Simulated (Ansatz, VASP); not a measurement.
# One calculation of Ir, two programs

INCAR

```
SYSTEM = Ir
PREC = Accurate ; ENCUT = 400
EDIFF = 1E-6 ; ISMEAR = 0
SIGMA = 0.1 ; LREAL = .FALSE.
LASPH = .TRUE. ; NELM = 120
ALGO = Normal ; ISIF = 2
LWAVE = .FALSE. ; LCHARG = .FALSE.
LDIPOL = .TRUE. ; IDIPOL = 3
DIPOL = 0.5 0.5 0.443 ; GGA = PE
NBANDS = 66 ; GGA_COMPAT = .FALSE.
NELMDL = -8
```

File KPOINTS:

```
Automatic mesh
0
G
  4 4 1
  0 0 0
```

File POSCAR:

```
Ir
1.0
    5.4739356050      0.0000000000      0.0000000000
   -2.7369678025      4.7405672926      0.0000000000
    0.0000000000      0.0000000000     22.9779497057
Ir
12
Direct
    0.3333333333      0.1666666667      0.3481598708
    0.3333333333      0.6666666667      0.3481598708
    0.8333333333      0.1666666667      0.3481598708
    0.8333333333      0.6666666667      0.3481598708
    0.6666575837      0.3333263776      0.4427463157
    0.6666667202      0.8333336089      0.4427758725
    0.1666739243      0.3333317379      0.4427463207
    0.1666687095      0.8333428970      0.4427463053
    0.0000001321      0.5000006259      0.5373418243
   -0.0000506175     -0.0000232972      0.5373595376
    0.5000269066      0.5000512649      0.5373595603
    0.5000240887     -0.0000262252      0.5373595367
```

Input for Ansatz:

```yaml
crystal:
  lattice:
    - [5.473935605, 0.0, 0.0]
    - [-2.7369678025, 4.7405672926, 0.0]
    - [0.0, 0.0, 22.9779497057]
  atoms:
    - { symbol: Ir, position: [0.3333333333, 0.1666666667, 0.3481598708] }
    - { symbol: Ir, position: [0.3333333333, 0.6666666667, 0.3481598708] }
    - { symbol: Ir, position: [0.8333333333, 0.1666666667, 0.3481598708] }
    - { symbol: Ir, position: [0.8333333333, 0.6666666667, 0.3481598708] }
    - { symbol: Ir, position: [0.6666575837, 0.3333263776, 0.4427463157] }
    - { symbol: Ir, position: [0.6666667202, 0.8333336089, 0.4427758725] }
    - { symbol: Ir, position: [0.1666739243, 0.3333317379, 0.4427463207] }
    - { symbol: Ir, position: [0.1666687095, 0.833342897, 0.4427463053] }
    - { symbol: Ir, position: [1.321e-07, 0.5000006259, 0.5373418243] }
    - { symbol: Ir, position: [-5.06175e-05, -2.32972e-05, 0.5373595376] }
    - { symbol: Ir, position: [0.5000269066, 0.5000512649, 0.5373595603] }
    - { symbol: Ir, position: [0.5000240887, -2.62252e-05, 0.5373595367] }
basis:
  ecutwfc: 420
kpoints:
  mp_grid: { grid: [4, 4, 1] }
hamiltonian:
  xc: pbe
scf:
  occupations: { method: gaussian, width: 0.1 }
output:
  forces: true
  eigenvalues: true
  write_density: true
  volumetric_format: npy
efield:
  axis: 3
  dipole_correction: true
  ramp_width: 0.04
```

Alike in both runs: task single point; functional PBE; k mesh 4 × 4 × 1; occupations gaussian, width 0.1 eV; no spin polarisation.

|  | VASP | Ansatz |
| --- | --- | --- |
| version | VASP 6.6.1 | Ansatz 0.2.0 |
| potentials or method | VASP PAW PBE potentials, release 64 (Ir), cutoff 400 eV | scalar-relativistic, plane waves, PAW |
| valence electrons in the cell | 108 | 204 |

```csv
,VASP,Ansatz,Ansatz less VASP
gap on the k mesh at the Fermi level (eV),none,none,-
rms of the force components (eV/Å),0.020,0.003,-0.0167
```

Atom by atom the forces differ by 0.017 eV/Å (rms over components). A gap of «none» marks a metal or a gap that the smearing closes. VASP's potentials hold 108 valence electrons a cell and Ansatz's 204, so a difference there can come from the potentials and not from the codes. Ansatz's warnings: structure snapped to symmetry.

Spin-orbit coupling is off throughout.
